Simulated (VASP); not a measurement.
# Fe (Im-3m) in VASP: single point with PBE

Aim: the single point of Fe with PBE.

Everything below comes from runs of VASP 6.6.1. Logs are shortened: lines on timing, memory, paths and dates and some standing lists are left out, and cuts for length are marked.

## Step 1: The cell of the first run

Symmetry: Im-3m, No. 229, cubic system. Conventional cell: a = 2.878 Å, b = 2.878 Å, c = 2.878 Å, α = 90.00°, β = 90.00°, γ = 90.00°. Fe (site symmetry m-3m) has 14 Fe at 2.49 to 2.88 Å within 3.3 Å.

## Step 2: Single point, PBE, collinear spin, antiferromagnetic start

File INCAR:

```
ALGO = Normal ; EDIFF = 1E-6
ENCUT = 600 ; GGA = PE
GGA_COMPAT = F ; ISIF = 2
ISMEAR = -1 ; ISPIN = 2
LASPH = T ; LCHARG = F
LMAXMIX = 4 ; LORBIT = 11
LREAL = F ; LWAVE = F
MAGMOM = 1 -1 ; NBANDS = 19
NELM = 200 ; PREC = Accurate
SIGMA = 0.05
```

File KPOINTS:

```
k-points
0
Gamma
  5 5 5
```

File POSCAR:

```
Fe
1.0
    2.8775303789      0.0000000000      0.0000000000
    0.0000000000      2.8775303789      0.0000000000
    0.0000000000      0.0000000000      2.8775303789
Fe
2
Direct
    0.0000000000      0.0000000000      0.0000000000
    0.5000000000      0.5000000000      0.5000000000
```

Potentials or basis: VASP PAW PBE potentials, release 64 (Fe).

Launch:

```sh
> cat potpaw_PBE.64/Fe/POTCAR > POTCAR
> mpirun -np 1 vasp_std > vasp.out
```

OUTCAR:

```text
EDIFF = 1E-6
   ENCUT = 600
   GGA = PE
   ISIF = 2
   ISMEAR = -1
   ISPIN = 2
   LASPH = T
   LORBIT = 11
   LREAL = F
   NELM = 200
   PREC = Accurate

 ion  position               nearest neighbor table
   1  0.000  0.000  0.000-   2 2.49   2 2.49   2 2.49   2 2.49   2 2.49   2 2.49   2 2.49   2 2.49

   2  0.500  0.500  0.500-   1 2.49   1 2.49   1 2.49   1 2.49   1 2.49   1 2.49   1 2.49   1 2.49

  LATTYP: Found a simple cubic cell.
 ALAT       =     2.8775303789

  Lattice vectors:

 A1 = (   2.8775303789,   0.0000000000,   0.0000000000)
 A2 = (   0.0000000000,   2.8775303789,   0.0000000000)
 A3 = (   0.0000000000,   0.0000000000,   2.8775303789)

Analysis of symmetry for initial positions (statically):
=====================================================================
 Subroutine PRICEL returns following result:

  LATTYP: Found a body centered cubic cell.
 ALAT       =     2.8775303789

  Lattice vectors:

 A1 = (   1.4387651894,   1.4387651895,  -1.4387651894)
 A2 = (  -1.4387651894,   1.4387651894,   1.4387651894)
 A3 = (   1.4387651894,  -1.4387651894,   1.4387651895)

   2 primitive cells build up your supercell.

 Routine SETGRP: Setting up the symmetry group for a
 simple cubic supercell.

 Subroutine GETGRP returns: Found 48 space group operations
 (whereof 48 operations were pure point group operations)
 out of a pool of 48 trial point group operations.

The static configuration has the point symmetry O_h .

Analysis of symmetry for dynamics (positions and initial velocities):
=====================================================================
 Subroutine PRICEL returns following result:

  LATTYP: Found a body centered cubic cell.
 ALAT       =     2.8775303789

  Lattice vectors:

 A1 = (   1.4387651894,   1.4387651895,  -1.4387651894)
 A2 = (  -1.4387651894,   1.4387651894,   1.4387651894)
 A3 = (   1.4387651894,  -1.4387651894,   1.4387651895)

   2 primitive cells build up your supercell.

 Routine SETGRP: Setting up the symmetry group for a
 simple cubic supercell.

 Subroutine GETGRP returns: Found 48 space group operations
 (whereof 48 operations were pure point group operations)
 out of a pool of 48 trial point group operations.

The dynamic configuration has the point symmetry O_h .

Analysis of structural, dynamic, and magnetic symmetry:
=====================================================================
 Subroutine PRICEL returns following result:

  LATTYP: Found a body centered cubic cell.
 ALAT       =     2.8775303789

  Lattice vectors:

 A1 = (   1.4387651894,   1.4387651895,  -1.4387651894)
 A2 = (  -1.4387651894,   1.4387651894,   1.4387651894)
 A3 = (   1.4387651894,  -1.4387651894,   1.4387651895)

   2 primitive cells build up your supercell.

 Routine SETGRP: Setting up the symmetry group for a
 simple cubic supercell.

 Subroutine GETGRP returns: Found 48 space group operations
 (whereof 48 operations were pure point group operations)
 out of a pool of 48 trial point group operations.

The overall configuration has the point symmetry O_h .

 Subroutine INISYM returns: Found 48 space group operations
 (whereof 48 operations are pure point group operations),
 and found     2 'primitive' translations

----------------------------------------------------------------------------------------

                                     Primitive cell

  volume of cell :      11.9132

  direct lattice vectors                    reciprocal lattice vectors
     1.438765189  1.438765189 -1.438765189     0.347520223  0.347520223  0.000000000
    -1.438765189  1.438765189  1.438765189    -0.000000000  0.347520223  0.347520223
     1.438765189 -1.438765189  1.438765189     0.347520223  0.000000000  0.347520223

  length of vectors
     2.492014408  2.492014408  2.492014408     0.491467813  0.491467813  0.491467813

  position of ions in fractional coordinates (direct lattice)
     0.000000000  0.000000000  0.000000000

  ion indices of the primitive-cell ions
   primitive index   ion index
                 1           1

----------------------------------------------------------------------------------------

 KPOINTS: k-points

Automatic generation of k-mesh.
 Grid dimensions read from file:
 generate k-points for:    5    5    5

 Generating k-lattice:

  Cartesian coordinates                     Fractional coordinates (reciprocal lattice)
     0.069504045  0.000000000  0.000000000     0.200000000  0.000000000  0.000000000
     0.000000000  0.069504045  0.000000000     0.000000000  0.200000000  0.000000000
     0.000000000  0.000000000  0.069504045     0.000000000  0.000000000  0.200000000

  Length of vectors
     0.069504045  0.069504045  0.069504045

  Shift w.r.t. Gamma in fractional coordinates (k-lattice)
     0.000000000  0.000000000  0.000000000

 Subroutine IBZKPT returns following result:
 ===========================================

 Found     10 irreducible k-points:

 Following reciprocal coordinates:
            Coordinates               Weight
  0.000000  0.000000  0.000000      1.000000
  0.200000  0.000000  0.000000      6.000000
  0.400000  0.000000  0.000000      6.000000
  0.200000  0.200000  0.000000     12.000000
  0.400000  0.200000  0.000000     24.000000
  0.400000  0.400000  0.000000     12.000000
  0.200000  0.200000  0.200000      8.000000
  0.400000  0.200000  0.200000     24.000000
  0.400000  0.400000  0.200000     24.000000
  0.400000  0.400000  0.400000      8.000000
   k-points           NKPTS =     10   k-points in BZ     NKDIM =     10   number of bands    NBANDS=     19
   number of dos      NEDOS =    301   number of ions     NIONS =      2
   total plane-waves  NPLWV =  13824
   dimension x,y,z NGX =    24 NGY =   24 NGZ =   24
   dimension x,y,z NGXF=    48 NGYF=   48 NGZF=   48
   ions per type =               2
   NGX,Y,Z   is equivalent  to a cutoff of  13.87, 13.87, 13.87 a.u.
   NGXF,Y,Z  is equivalent  to a cutoff of  27.73, 27.73, 27.73 a.u.
 SYSTEM =  unknown system
   PREC   = accura    normal or accurate (medium, high low for compatibility)
   ISTART =      0    job   : 0-new  1-cont  2-samecut
   ICHARG =      2    charge: 1-file 2-atom 10-const
   ISPIN  =      2    spin polarized calculation?
   LNONCOLLINEAR =      F non collinear calculations
   LSORBIT =      F    spin-orbit coupling
   LASPH  =      T    aspherical Exc in radial PAW
   ENCUT  =  600.0 eV  44.10 Ry    6.64 a.u.   5.75  5.75  5.75*2*pi/ulx,y,z
   NELM   =    200;   NELMIN=  2; NELMDL= -5     # of ELM steps
   EDIFF  = 0.1E-05   stopping-criterion for ELM
   LREAL  =      F    real-space projection
   EDIFFG = 0.1E-04   stopping-criterion for IOM
   NSW    =      0    number of steps for IOM
   IBRION =     -1    ionic relax: 0-MD 1-quasi-New 2-CG
   NFREE  =      0    steps in history (QN), initial steepest desc. (CG)
   ISIF   =      2    stress and relaxation
   ISYM   =      2    0-nonsym 1-usesym 2-fastsym
   POTIM  = 0.5000    time-step for ionic-motion
   TEBEG  =    0.0;   TEEND  =   0.0 temperature during run
   PSTRESS=    0.0 pullay stress
   NELECT =      16.0000    total number of electrons
   NUPDOWN=      -1.0000    fix difference up-down
   EMIN   =  10.00;   EMAX   =-10.00  energy-range for DOS
   EFERMI =   0.00;   METHOD = LEGACY
   ISMEAR =    -1;   SIGMA  =   0.05  broadening in eV -4-tet -1-fermi 0-gaus
   EFERMI_NEDOS =   21; number of points for ismear=-14 and -15
   IALGO  =     38    algorithm
   IMIX   =      4    mixing-type and parameters
     AMIX     =   0.40;   BMIX     =  1.00
     AMIX_MAG =   1.60;   BMIX_MAG =  1.00
  volume/ion in A,a.u.               =      11.91        80.39
  Fermi-wavevector in a.u.,A,eV,Ry     =   1.433601  2.709113 27.962848  2.055211
  Thomas-Fermi vector in A             =   2.553101
   LORBIT       =     11    0 simple, 1 ext, 2 COOP (PROOUT), +10 PAW based schemes
   GGA     = PE    functional components
   LHFCALC =     F    Hartree Fock is set to
   AEXX    =    0.0000 exact exchange contribution
   IVDW    =     0    specifies the selected vdW correction
   LEPSILON=     F    determine dielectric tensor
   LRPA    =     F    only Hartree local field effects (RPA)
 spin polarized calculation
  energy-cutoff  :      600.00
  volume of cell :       23.83
 maximum number of plane-waves:       808
 NGX is ok and might be reduce to    24
   NGX = 11   NGY = 11   NGZ = 11

 number of electron      15.9999986 magnetization      -0.0000000

 number of electron      15.9999986 magnetization       0.0000000

 Free energy of the ion-electron system (eV)
  ---------------------------------------------------
  ext. energy  EPLUGINS =         0.00000000
  ---------------------------------------------------
  free energy    TOTEN  =       -15.54450160 eV

  energy without entropy =      -15.49846850  energy(sigma->0) =      -15.52148505

 E-fermi :   5.6585     XC(G=0): -12.8677

 val. band max:        5.6406983538   @ k =   0.2000   0.2000   0.2000
 cond. band min:       5.7003516826   @ k =   0.2000   0.2000   0.2000
 fundamental gap:      0.0596533288
 Fermi energy:         5.6585341510

 spin component 1

 k-point     1 :       0.0000    0.0000    0.0000
  band No.  band energies     occupation
      1      -2.7352      1.00000
      2       1.4351      1.00000
      3       1.4351      1.00000
      4       3.8040      1.00000
      5       3.8041      1.00000
      6       3.8041      1.00000
[... 196 lines left out ...]
      5       3.2687      1.00000
      6       3.2687      1.00000
[... 11 lines left out ...]
     18      20.0065      0.00000
     19      37.1690      0.00000
 Fermi energy:         5.6585341510

 spin component 2

 k-point     1 :       0.0000    0.0000    0.0000
  band No.  band energies     occupation
      1      -2.7352      1.00000
      2       1.4351      1.00000
      3       1.4351      1.00000
      4       3.8040      1.00000
      5       3.8041      1.00000
      6       3.8041      1.00000
[... 197 lines left out ...]
      6       3.2687      1.00000
[... 11 lines left out ...]
     18      20.0065      0.00000
     19      37.1690      0.00000

------------------------ aborting loop because EDIFF is reached ----------------------------------------

  FORCE on cell =-STRESS in cart. coord.  units (eV):
  Direction    XX          YY          ZZ          XY          YZ          ZX
  --------------------------------------------------------------------------------------
  -------------------------------------------------------------------------------------
  Total       -1.6625313     -1.6625313     -1.6625313     -0.0000000      0.0000000     -0.0000000
  in kB     -111.7945590   -111.7945590   -111.7945590     -0.0000000      0.0000000     -0.0000000
  external PRESSURE =    -111.7945590 kB  Pullay stress =       0.0000000 kB

 VOLUME and BASIS-vectors are now :
 -----------------------------------------------------------------------------
  energy-cutoff  :      600.00
  volume of cell :       23.83
      direct lattice vectors                 reciprocal lattice vectors
     2.877530379  0.000000000  0.000000000     0.347520223  0.000000000  0.000000000
     0.000000000  2.877530379  0.000000000     0.000000000  0.347520223  0.000000000
     0.000000000  0.000000000  2.877530379     0.000000000  0.000000000  0.347520223

 POSITION                                       TOTAL-FORCE (eV/Angst)
 -----------------------------------------------------------------------------------
      0.00000      0.00000      0.00000         0.000000      0.000000      0.000000
      1.43877      1.43877      1.43877        -0.000000     -0.000000     -0.000000
 -----------------------------------------------------------------------------------
    total drift:                                0.000000      0.000000     -0.000000

  FREE ENERGIE OF THE ION-ELECTRON SYSTEM (eV)
  ---------------------------------------------------
  free  energy   TOTEN  =       -15.5445015987 eV

  energy  without entropy=      -15.4984684960  energy(sigma->0) =      -15.52148505

 total charge

# of ion       s       p       d       tot
------------------------------------------
    1        0.473   0.504   6.196   7.174
    2        0.473   0.504   6.196   7.174
--------------------------------------------------
tot          0.946   1.008  12.393  14.348

 magnetization (x)

# of ion       s       p       d       tot
------------------------------------------
    1        0.025   0.029   1.724   1.778
    2       -0.025  -0.029  -1.724  -1.778
--------------------------------------------------
tot          0.000   0.000   0.000   0.000
```

It took 10 s on 1 thread of Intel Xeon Platinum 8488C (Sapphire Rapids), shared host; peak memory 0.14 GiB.

What came out:

```
Free energy                                           : -15.5445 eV
Pressure                                              : -11.2 GPa
Band gap on the k mesh                                : zero (filled and empty bands overlap)
Net moment                                            : 0.00 μB per cell
Site moments                                          : Fe +1.78, -1.78 μB
Valence electrons inside the program's atomic spheres : Fe 7.17
```

Caveat: the k points lie up to 0.44 Å⁻¹ apart.
